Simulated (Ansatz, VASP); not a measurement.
# One calculation of Zn23S24, two programs

```
CELL_PARAMETERS angstrom
3.84407 -6.65812 -6.30464
-7.68813 0.00000 -6.30464
3.84407 6.65812 -6.30464
ATOMIC_POSITIONS crystal
Zn 0.33312 0.49978 0.16645
Zn 0.99548 0.66749 0.33871
Zn 0.50538 0.16215 0.33415
Zn 0.50082 0.67205 0.82882
Zn 0.16741 0.33299 0.49973
Zn 0.82934 0.00027 0.17206
Zn 0.16633 0.83307 0.00074
Zn 0.83360 0.50539 0.66268
Zn 0.66640 0.33408 0.99966
Zn 0.33872 0.99601 0.66693
Zn 0.99865 0.16532 0.83199
Zn 0.65963 0.50716 0.33437
Zn 0.33412 0.16531 0.00037
Zn 0.99864 0.33371 0.16745
Zn 0.50104 0.82630 0.17382
Zn 0.50060 0.33432 0.66589
Zn 0.16765 0.99922 0.33393
Zn 0.83256 0.66726 0.00098
Zn 0.16704 0.50078 0.83197
Zn 0.82857 0.16388 0.49570
Zn 0.66236 0.99524 0.83055
Zn 0.34049 0.66771 0.49296
Zn 0.99721 0.82903 0.66190
S 0.54715 0.71382 0.38048
S 0.20823 0.37490 0.04157
S 0.87388 0.54199 0.20965
S 0.37632 0.04055 0.20865
S 0.37532 0.54299 0.70721
S 0.04189 0.20847 0.37584
S 0.70772 0.87580 0.04276
S 0.04181 0.70917 0.87522
S 0.70914 0.37610 0.54106
S 0.54250 0.20855 0.87514
S 0.20943 0.87439 0.54247
S 0.87492 0.04159 0.70826
S 0.54134 0.37419 0.20889
S 0.20874 0.04205 0.87487
S 0.87538 0.20821 0.04207
S 0.37556 0.70801 0.04086
S 0.37583 0.20825 0.54187
S 0.04158 0.87521 0.20917
S 0.70854 0.54250 0.87492
S 0.04154 0.37540 0.70872
S 0.70800 0.03826 0.37765
S 0.54432 0.87467 0.70493
S 0.20752 0.54223 0.37467
S 0.87160 0.71099 0.54133
```

Change from the starting cell: Zn vacancy (site b), charge +0, atoms relaxed at the host's cell, started again with a moment of 0 muB.

Alike in both runs: functional PBE; k mesh 1 × 1 × 1; occupations gaussian, width 0.01 eV; no spin polarisation.

Ansatz relaxed the structure, and its values are those at the end. VASP's run is a single point on that final structure, the one shown.

```csv
,VASP,Ansatz
version,VASP 6.6.1,Ansatz 0.2.0
potentials or method,"VASP PAW PBE potentials, release 64 (Zn, S), cutoff 520 eV","scalar-relativistic, plane waves, PAW"
valence electrons in the cell,420,420
```

Ansatz gave:

| Quantity | Value |
| --- | --- |
| rms of the force components (eV/Å) | 0.001 |

Q: What did VASP give for the same quantities?

A: rms of the force components (eV/Å): 0.004.

The functional is the same, so the differences come from potentials, cutoffs and numerics.
